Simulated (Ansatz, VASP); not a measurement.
Two plane-wave programs on Cd2S

```
Cd S
1.0
     3.90911    0.00000    0.00000
    -1.95456    3.38539    0.00000
     0.00000    0.00000    5.73068
Cd S
2 1
Direct
  0.33333 0.66667 0.93272
  0.66667 0.33333 0.57873
  0.33333 0.66667 0.36571
```

Alike in both runs: task single point; functional PBE; k mesh 8 × 8 × 5; occupations fermi-dirac, width 0.05 eV; no spin polarisation.

```csv
,VASP,Ansatz
version,VASP 6.6.1,Ansatz 0.2.0
potentials or method,"VASP PAW PBE potentials, release 64 (Cd_sv_GW, S)",Ansatz PAW
plane-wave cutoff (eV),630,420
valence electrons in the cell,46,46
```

Ansatz gave:

| Quantity | Value |
| --- | --- |
| gap on the k mesh at the Fermi level (eV) | 0.21 |
| least direct gap on the mesh (eV) | 0.58 |
| pressure (GPa) | 1.8 |
| traceless stress, the component that is largest in VASP (GPa) | 0.62 |
| rms of the force components (eV/Å) | 0.033 |

Task: What did VASP give for the same quantities?

Result: gap on the k mesh at the Fermi level (eV): 0.21; least direct gap on the mesh (eV): 0.58; pressure (GPa): 1.6; traceless stress, the component that is largest in VASP (GPa): 0.62; rms of the force components (eV/Å): 0.034.

Atom by atom the forces differ by 0.001 eV/Å (rms over components).

Noted on Ansatz's run: odd divisions of the mesh miss points on the zone boundary, where band edges often lie, so the gap on the mesh can be too wide.
